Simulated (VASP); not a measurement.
# SrO (Fm-3m) in VASP: settings compared

Aim: see how the results for SrO move with the level of theory and the settings. Levels: PBE, r2SCAN+rVV10. Tasks: single point.

Everything below comes from runs of VASP 6.6.1. Logs are shortened: lines on timing, memory, paths and dates and some standing lists are left out, and cuts for length are marked.

## (1) The cell of the first run

Symmetry: Fm-3m, No. 225, cubic system. Conventional cell: a = 5.140 Å, b = 5.140 Å, c = 5.140 Å, α = 90.00°, β = 90.00°, γ = 90.00°. Within 3.4 Å of Sr (site symmetry m-3m) lie 6 O at 2.57 Å. O (site symmetry m-3m) has 6 Sr at 2.57 Å within 3.4 Å.

## (2) Single point, PBE

File INCAR:

```
PREC = Accurate
ENCUT = 600
EDIFF = 1E-6
ISMEAR = -4
SIGMA = 0.1
LREAL = False
LASPH = True
NELM = 120
ALGO = Normal
ISIF = 2
LWAVE = False
LCHARG = False
GGA = PE
NBANDS = 15
GGA_COMPAT = False
```

File KPOINTS:

```
regular mesh
0
Gamma
  8 8 8
```

File POSCAR:

```
SrO
1.0
    0.0000000000      2.5697984671      2.5697984671
    2.5697984671      0.0000000000      2.5697984671
    2.5697984671      2.5697984671      0.0000000000
Sr O
1 1
Direct
    0.5000000000      0.5000000000      0.5000000000
    0.0000000000      0.0000000000      0.0000000000
```

Potentials or basis: VASP PAW PBE potentials, release 64 (Sr_sv, O).

The run is started by

```
$ cat potpaw_PBE.64/Sr_sv/POTCAR potpaw_PBE.64/O/POTCAR > POTCAR
$ mpirun -np 1 vasp_std > vasp.out
```

OUTCAR:

```text
PREC = Accurate
   ENCUT = 600
   EDIFF = 1E-6
   ISMEAR = -4
   LREAL = False
   LASPH = True
   NELM = 120
   ISIF = 2
   GGA = PE

 ion  position               nearest neighbor table
   1  0.500  0.500  0.500-   2 2.57   2 2.57   2 2.57   2 2.57   2 2.57   2 2.57
   2  0.000  0.000  0.000-   1 2.57   1 2.57   1 2.57   1 2.57   1 2.57   1 2.57

  LATTYP: Found a face centered cubic cell.
 ALAT       =     5.1395969342

  Lattice vectors:

 A1 = (   0.0000000000,   2.5697984671,   2.5697984671)
 A2 = (   2.5697984671,   0.0000000000,   2.5697984671)
 A3 = (   2.5697984671,   2.5697984671,   0.0000000000)

Analysis of symmetry for initial positions (statically):
=====================================================================
 Subroutine PRICEL returns:
 Original cell was already a primitive cell.

 Routine SETGRP: Setting up the symmetry group for a
 face centered cubic supercell.

 Subroutine GETGRP returns: Found 48 space group operations
 (whereof 48 operations were pure point group operations)
 out of a pool of 48 trial point group operations.

The static configuration has the point symmetry O_h .

Analysis of symmetry for dynamics (positions and initial velocities):
=====================================================================
 Subroutine PRICEL returns:
 Original cell was already a primitive cell.

 Routine SETGRP: Setting up the symmetry group for a
 face centered cubic supercell.

 Subroutine GETGRP returns: Found 48 space group operations
 (whereof 48 operations were pure point group operations)
 out of a pool of 48 trial point group operations.

The dynamic configuration has the point symmetry O_h .

 Subroutine INISYM returns: Found 48 space group operations
 (whereof 48 operations are pure point group operations),
 and found     1 'primitive' translations

----------------------------------------------------------------------------------------

                                     Primitive cell

  volume of cell :      33.9412

  direct lattice vectors                    reciprocal lattice vectors
     0.000000000  2.569798467  2.569798467    -0.194567787  0.194567787  0.194567787
     2.569798467  0.000000000  2.569798467     0.194567787 -0.194567787  0.194567787
     2.569798467  2.569798467  0.000000000     0.194567787  0.194567787 -0.194567787

  length of vectors
     3.634243845  3.634243845  3.634243845     0.337001292  0.337001292  0.337001292

  position of ions in fractional coordinates (direct lattice)
     0.500000000  0.500000000  0.500000000
[... 92 lines left out ...]
   NUPDOWN=      -1.0000    fix difference up-down
   EMIN   =  10.00;   EMAX   =-10.00  energy-range for DOS
   EFERMI =   0.00;   METHOD = LEGACY
   ISMEAR =    -4;   SIGMA  =   0.10  broadening in eV -4-tet -1-fermi 0-gaus
   EFERMI_NEDOS =   21; number of points for ismear=-14 and -15
   IALGO  =     38    algorithm
   IMIX   =      4    mixing-type and parameters
     AMIX     =   0.40;   BMIX     =  1.00
     AMIX_MAG =   1.60;   BMIX_MAG =  1.00
  volume/ion in A,a.u.               =      16.97       114.52
  Fermi-wavevector in a.u.,A,eV,Ry     =   1.274107  2.407712 22.086985  1.623348
  Thomas-Fermi vector in A             =   2.406893
   LORBIT       =      0    0 simple, 1 ext, 2 COOP (PROOUT), +10 PAW based schemes
   GGA     = PE    functional components
   LHFCALC =     F    Hartree Fock is set to
   AEXX    =    0.0000 exact exchange contribution
   IVDW    =     0    specifies the selected vdW correction
   LEPSILON=     F    determine dielectric tensor
   LRPA    =     F    only Hartree local field effects (RPA)
 non-spin polarized calculation
 Fermi weights with tetrahedron method witout Bloechl corrections
  energy-cutoff  :      600.00
  volume of cell :       33.94
 maximum number of plane-waves:      1158
 NGX is ok and might be reduce to    30
   NGX = 15   NGY = 15   NGZ = 15

 number of electron      15.9999997 magnetization

 Free energy of the ion-electron system (eV)
  ---------------------------------------------------
  ext. energy  EPLUGINS =         0.00000000
  ---------------------------------------------------
  free energy    TOTEN  =       -12.04201161 eV

  energy without entropy =      -12.04201161  energy(sigma->0) =      -12.04201161

 E-fermi :   1.7503     XC(G=0): -10.0328

 val. band max:        1.6686753313   @ k =   0.0000   0.0000   0.0000
 cond. band min:       4.9338596502   @ k =   0.5000   0.5000   0.0000
 fundamental gap:      3.2651843189
 Fermi energy:         1.7502639483

 k-point     1 :       0.0000    0.0000    0.0000
  band No.  band energies     occupation
      1     -30.7145      2.00000
      2     -13.4233      2.00000
      3     -12.3509      2.00000
      4     -12.3509      2.00000
      5     -12.3509      2.00000
      6       1.6687      2.00000
      7       1.6687      2.00000
      8       1.6687      2.00000
      9       5.6628      0.00000
     10       7.8835      0.00000
     11       7.8835      0.00000
     12       7.8835      0.00000
     13      10.0539      0.00000
     14      10.0539      0.00000
[... 401 lines left out ...]
      2     -14.6268      2.00000
      3     -12.7399      2.00000
      4     -12.5805      2.00000
      5     -11.5185      2.00000
      6       0.0933      2.00000
      7       0.8032      2.00000
      8       0.8817      2.00000
      9       8.0422      0.00000
     10       8.4082      0.00000
     11      10.9847      0.00000
     12      11.1702      0.00000
     13      13.2700      0.00000
     14      14.6073      0.00000
     15      15.0400      0.00000

 [... further k-points ...]

------------------------ aborting loop because EDIFF is reached ----------------------------------------

  FORCE on cell =-STRESS in cart. coord.  units (eV):
  Direction    XX          YY          ZZ          XY          YZ          ZX
  --------------------------------------------------------------------------------------
  -------------------------------------------------------------------------------------
  Total        0.7247619      0.7247619      0.7247619      0.0000000      0.0000000     -0.0000000
  in kB       34.2120208     34.2120208     34.2120208      0.0000000      0.0000000     -0.0000000
  external PRESSURE =      34.2120208 kB  Pullay stress =       0.0000000 kB

 VOLUME and BASIS-vectors are now :
 -----------------------------------------------------------------------------
  energy-cutoff  :      600.00
  volume of cell :       33.94
      direct lattice vectors                 reciprocal lattice vectors
     0.000000000  2.569798467  2.569798467    -0.194567787  0.194567787  0.194567787
     2.569798467  0.000000000  2.569798467     0.194567787 -0.194567787  0.194567787
     2.569798467  2.569798467  0.000000000     0.194567787  0.194567787 -0.194567787

 POSITION                                       TOTAL-FORCE (eV/Angst)
 -----------------------------------------------------------------------------------
      2.56980      2.56980      2.56980         0.000000      0.000000     -0.000000
      0.00000      0.00000      0.00000         0.000000      0.000000      0.000000
 -----------------------------------------------------------------------------------
    total drift:                               -0.000000      0.000000      0.000000

  FREE ENERGIE OF THE ION-ELECTRON SYSTEM (eV)
  ---------------------------------------------------
  free  energy   TOTEN  =       -12.0420116059 eV

  energy  without entropy=      -12.0420116059  energy(sigma->0) =      -12.04201161
```

stdout:

```text
POSCAR found type information on POSCAR SrO
 POSCAR found :  2 types and       2 ions
 scaLAPACK will be used
 LDA part: xc-table for (Slater+PW92), standard interpolation
 POSCAR, INCAR and KPOINTS ok, starting setup
 FFT: planning ... GRIDC
 FFT: planning ... GRID_SOFT
 FFT: planning ... GRID
 WAVECAR not read
 entering main loop
```

Wall time 43 s (1 thread of AMD EPYC 7R13, shared host); peak memory 0.15 GiB.

What came out:

```yaml
Free_energy: -12.0420 eV
Pressure: 3.4 GPa
Band_gap_on_the_k_mesh: 3.27 eV (least direct gap 3.35 eV)
```

Levels at points of the mesh, in eV from the valence-band top:
```tsv
k point	band 6	band 7	band 8	band 9	band 10	band 11
(0.00, 0.00, 0.00)	0.00	0.00	0.00	3.99	6.21	6.21
(0.50, 0.00, 0.00)	-2.17	-1.14	-1.14	6.56	8.47	8.86
(0.50, 0.50, 0.00)	-0.43	-0.09	-0.09	3.27	7.82	10.18
```

Caveat: the cell stands under pressure.

## (3) Single point, r2SCAN+rVV10 (17.04 Å³/atom)

This run uses another cell than the first one, of 17.04 Å³/atom.

File POSCAR:

```
SrO
1.0
    0.0000000000      2.5732203067      2.5732203067
    2.5732203067      0.0000000000      2.5732203067
    2.5732203067      2.5732203067      0.0000000000
Sr O
1 1
Direct
    0.5000000000      0.5000000000      0.5000000000
    0.0000000000      0.0000000000      0.0000000000
```

File INCAR.step1:

```
SYSTEM = SrO
ALGO     = Normal         ! electronic algorithm
EDIFF    = 1E-5           ! SCF threshold, eV
ENCUT    = 660            ! plane-wave cutoff, eV
GGA      = PE             ! functional
GGA_COMPAT= .FALSE.      
ISMEAR   = 0              ! smearing method
LASPH    = .TRUE.         ! aspherical terms in the spheres
LCHARG   = .FALSE.        ! write CHGCAR
LREAL    = .FALSE.        ! projectors in reciprocal space
LWAVE    = .TRUE.         ! write WAVECAR
NBANDS   = 15             ! bands
NELM     = 120            ! most SCF steps
PREC     = Accurate       ! precision mode
SIGMA    = 0.05           ! smearing width, eV
```

File INCAR.step2:

```
SYSTEM = SrO
ALGO     = Normal         ! electronic algorithm
BPARAM   = 11.95        
CPARAM   = 0.0093       
EDIFF    = 1E-6           ! SCF threshold, eV
ENCUT    = 660            ! plane-wave cutoff, eV
GGA_COMPAT= .FALSE.      
ISIF     = 2              ! what is computed and relaxed
ISMEAR   = 0              ! smearing method
ISTART   = 1            
IVDW_NL  = 2            
LASPH    = .TRUE.         ! aspherical terms in the spheres
LCHARG   = .TRUE.         ! write CHGCAR
LELF     = .TRUE.         ! ELF
LMIXTAU  = .TRUE.       
LREAL    = .FALSE.        ! projectors in reciprocal space
LUSE_VDW = .TRUE.       
LVHAR    = .TRUE.       
LWAVE    = .FALSE.        ! write WAVECAR
METAGGA  = R2SCAN         ! meta-GGA
NBANDS   = 15             ! bands
NELM     = 120            ! most SCF steps
PREC     = Accurate       ! precision mode
SIGMA    = 0.05           ! smearing width, eV
```

File KPOINTS:

```
k-points
0
G
  8 8 8
  0 0 0
```

Potentials or basis: VASP PAW PBE potentials, release 64 (Sr_sv, O).

The run is started by

```
$ cat potpaw_PBE.64/Sr_sv/POTCAR potpaw_PBE.64/O/POTCAR > POTCAR
$ cp INCAR.step1 INCAR
$ mpirun -np 1 vasp_std > vasp.out
$ cp INCAR.step2 INCAR
$ mpirun -np 1 vasp_std > vasp.out
```

OUTCAR:

```text
SYSTEM = SrO
   BPARAM = 11.95
   EDIFF = 1E-6
   ENCUT = 660
   ISIF = 2
   ISMEAR = 0
   ISTART = 1
   IVDW_NL = 2
   LASPH = .TRUE.
   LREAL = .FALSE.
   METAGGA = R2SCAN
   NELM = 120
   PREC = Accurate

 ion  position               nearest neighbor table
   1  0.500  0.500  0.500-   2 2.57   2 2.57   2 2.57   2 2.57   2 2.57   2 2.57
   2  0.000  0.000  0.000-   1 2.57   1 2.57   1 2.57   1 2.57   1 2.57   1 2.57

  LATTYP: Found a face centered cubic cell.
 ALAT       =     5.1464406134

  Lattice vectors:

 A1 = (   0.0000000000,   2.5732203067,   2.5732203067)
 A2 = (   2.5732203067,   0.0000000000,   2.5732203067)
 A3 = (   2.5732203067,   2.5732203067,   0.0000000000)

Analysis of symmetry for initial positions (statically):
=====================================================================
 Subroutine PRICEL returns:
 Original cell was already a primitive cell.

 Routine SETGRP: Setting up the symmetry group for a
 face centered cubic supercell.

 Subroutine GETGRP returns: Found 48 space group operations
 (whereof 48 operations were pure point group operations)
 out of a pool of 48 trial point group operations.

The static configuration has the point symmetry O_h .

Analysis of symmetry for dynamics (positions and initial velocities):
=====================================================================
 Subroutine PRICEL returns:
 Original cell was already a primitive cell.

 Routine SETGRP: Setting up the symmetry group for a
 face centered cubic supercell.

 Subroutine GETGRP returns: Found 48 space group operations
 (whereof 48 operations were pure point group operations)
 out of a pool of 48 trial point group operations.

The dynamic configuration has the point symmetry O_h .

 Subroutine INISYM returns: Found 48 space group operations
 (whereof 48 operations are pure point group operations),
 and found     1 'primitive' translations

----------------------------------------------------------------------------------------

                                     Primitive cell

  volume of cell :      34.0770

  direct lattice vectors                    reciprocal lattice vectors
     0.000000000  2.573220307  2.573220307    -0.194309053  0.194309053  0.194309053
     2.573220307  0.000000000  2.573220307     0.194309053 -0.194309053  0.194309053
     2.573220307  2.573220307  0.000000000     0.194309053  0.194309053 -0.194309053

  length of vectors
     3.639083057  3.639083057  3.639083057     0.336553152  0.336553152  0.336553152

  position of ions in fractional coordinates (direct lattice)
     0.500000000  0.500000000  0.500000000
     0.000000000  0.000000000  0.000000000

  ion indices of the primitive-cell ions
   primitive index   ion index
                 1           1
                 2           2

----------------------------------------------------------------------------------------

 KPOINTS: k-points

Automatic generation of k-mesh.
 Grid dimensions read from file:
 generate k-points for:    8    8    8

 Generating k-lattice:

  Cartesian coordinates                     Fractional coordinates (reciprocal lattice)
[... 41 lines left out ...]
 [... further k-points ...]
   k-points           NKPTS =     29   k-points in BZ     NKDIM =     29   number of bands    NBANDS=     15
   number of dos      NEDOS =    301   number of ions     NIONS =      2
   total plane-waves  NPLWV =  27000
   dimension x,y,z NGX =    30 NGY =   30 NGZ =   30
   dimension x,y,z NGXF=    60 NGYF=   60 NGZF=   60
   ions per type =               1   1
   NGX,Y,Z   is equivalent  to a cutoff of  13.71, 13.71, 13.71 a.u.
   NGXF,Y,Z  is equivalent  to a cutoff of  27.41, 27.41, 27.41 a.u.
 SYSTEM =  SrO
   PREC   = accura    normal or accurate (medium, high low for compatibility)
   ISTART =      1    job   : 0-new  1-cont  2-samecut
   ICHARG =      0    charge: 1-file 2-atom 10-const
   ISPIN  =      1    spin polarized calculation?
   LNONCOLLINEAR =      F non collinear calculations
   LSORBIT =      F    spin-orbit coupling
   LASPH  =      T    aspherical Exc in radial PAW
   ENCUT  =  660.0 eV  48.51 Ry    6.96 a.u.   7.62  7.62  7.62*2*pi/ulx,y,z
   NELM   =    120;   NELMIN=  2; NELMDL=  0     # of ELM steps
   EDIFF  = 0.1E-05   stopping-criterion for ELM
   LREAL  =      F    real-space projection
   EDIFFG = 0.1E-04   stopping-criterion for IOM
   NSW    =      0    number of steps for IOM
   IBRION =     -1    ionic relax: 0-MD 1-quasi-New 2-CG
   NFREE  =      0    steps in history (QN), initial steepest desc. (CG)
   ISIF   =      2    stress and relaxation
   ISYM   =      2    0-nonsym 1-usesym 2-fastsym
   POTIM  = 0.5000    time-step for ionic-motion
   TEBEG  =    0.0;   TEEND  =   0.0 temperature during run
   PSTRESS=    0.0 pullay stress
   NELECT =      16.0000    total number of electrons
   NUPDOWN=      -1.0000    fix difference up-down
   EMIN   =  10.00;   EMAX   =-10.00  energy-range for DOS
   EFERMI =   0.00;   METHOD = LEGACY
   ISMEAR =     0;   SIGMA  =   0.05  broadening in eV -4-tet -1-fermi 0-gaus
   EFERMI_NEDOS =   21; number of points for ismear=-14 and -15
   IALGO  =     38    algorithm
   IMIX   =      4    mixing-type and parameters
     AMIX     =   0.40;   BMIX     =  1.00
     AMIX_MAG =   1.60;   BMIX_MAG =  1.00
  volume/ion in A,a.u.               =      17.04       114.98
  Fermi-wavevector in a.u.,A,eV,Ry     =   1.272412  2.404511 22.028282  1.619033
  Thomas-Fermi vector in A             =   2.405292
   LORBIT       =      0    0 simple, 1 ext, 2 COOP (PROOUT), +10 PAW based schemes
   METAGGA = R2SCAN    functional components
   LHFCALC =     F    Hartree Fock is set to
   AEXX    =    0.0000 exact exchange contribution
   IVDW_NL    =     2    kernel type
   BPARAM     =11.9500
   IVDW    =     0    specifies the selected vdW correction
   LEPSILON=     F    determine dielectric tensor
   LRPA    =     F    only Hartree local field effects (RPA)
 non-spin polarized calculation
 Gauss-broadening in eV      SIGMA  =   0.05
  energy-cutoff  :      660.00
  volume of cell :       34.08
 maximum number of plane-waves:      1363
   NGX = 15   NGY = 15   NGZ = 15

 number of electron      15.9999997 magnetization

 Free energy of the ion-electron system (eV)
  ---------------------------------------------------
  ext. energy  EPLUGINS =         0.00000000
  ---------------------------------------------------
  free energy    TOTEN  =       -26.66169353 eV

  energy without entropy =      -26.66169353  energy(sigma->0) =      -26.66169353

 E-fermi :   1.5609     XC(G=0): -10.6297

 val. band max:        1.3032430389   @ k =   0.0000   0.0000   0.0000
 cond. band min:       5.0048351644   @ k =   0.5000   0.5000   0.0000
 fundamental gap:      3.7015921255
 Fermi energy:         1.5609049056

 k-point     1 :       0.0000    0.0000    0.0000
  band No.  band energies     occupation
      1     -32.1332      2.00000
      2     -14.7196      2.00000
      3     -13.1613      2.00000
      4     -13.1613      2.00000
      5     -13.1613      2.00000
      6       1.3032      2.00000
      7       1.3032      2.00000
      8       1.3032      2.00000
      9       5.8760      0.00000
     10       8.0598      0.00000
     11       8.0598      0.00000
     12       8.0598      0.00000
     13      10.3970      0.00000
     14      10.3970      0.00000
[... 401 lines left out ...]
      2     -15.7513      2.00000
      3     -13.5399      2.00000
      4     -13.3903      2.00000
      5     -12.4979      2.00000
      6      -0.2425      2.00000
      7       0.4470      2.00000
      8       0.5249      2.00000
      9       8.1775      0.00000
     10       8.5480      0.00000
     11      11.2909      0.00000
     12      11.4222      0.00000
     13      13.6552      0.00000
     14      14.9426      0.00000
     15      15.6319      0.00000

 [... further k-points ...]

------------------------ aborting loop because EDIFF is reached ----------------------------------------

  FORCE on cell =-STRESS in cart. coord.  units (eV):
  Direction    XX          YY          ZZ          XY          YZ          ZX
  --------------------------------------------------------------------------------------
  -------------------------------------------------------------------------------------
  Total        0.0451635      0.0451635      0.0451635      0.0000000      0.0000000     -0.0000000
  in kB        2.1234288      2.1234288      2.1234288      0.0000000      0.0000000     -0.0000000
  external PRESSURE =       2.1234288 kB  Pullay stress =       0.0000000 kB

 VOLUME and BASIS-vectors are now :
 -----------------------------------------------------------------------------
  energy-cutoff  :      660.00
  volume of cell :       34.08
      direct lattice vectors                 reciprocal lattice vectors
     0.000000000  2.573220307  2.573220307    -0.194309053  0.194309053  0.194309053
     2.573220307  0.000000000  2.573220307     0.194309053 -0.194309053  0.194309053
     2.573220307  2.573220307  0.000000000     0.194309053  0.194309053 -0.194309053

 POSITION                                       TOTAL-FORCE (eV/Angst)
 -----------------------------------------------------------------------------------
      2.57322      2.57322      2.57322         0.000000      0.000000      0.000000
      0.00000      0.00000      0.00000        -0.000000     -0.000000     -0.000000
 -----------------------------------------------------------------------------------
    total drift:                               -0.000000      0.000000      0.000000

  FREE ENERGIE OF THE ION-ELECTRON SYSTEM (eV)
  ---------------------------------------------------
  free  energy   TOTEN  =       -26.6616935303 eV

  energy  without entropy=      -26.6616935303  energy(sigma->0) =      -26.66169353
```

It took 3.1 min on 1 thread of AMD EPYC 7R13, shared host; peak memory 0.26 GiB.

What came out:

```
Free energy            : -26.6617 eV
Pressure               : 0.2 GPa
Band gap on the k mesh : 3.70 eV (least direct gap 3.79 eV)
```

Caveat: the PAW data sets were made with another functional, which shifts forces and pressure a little.
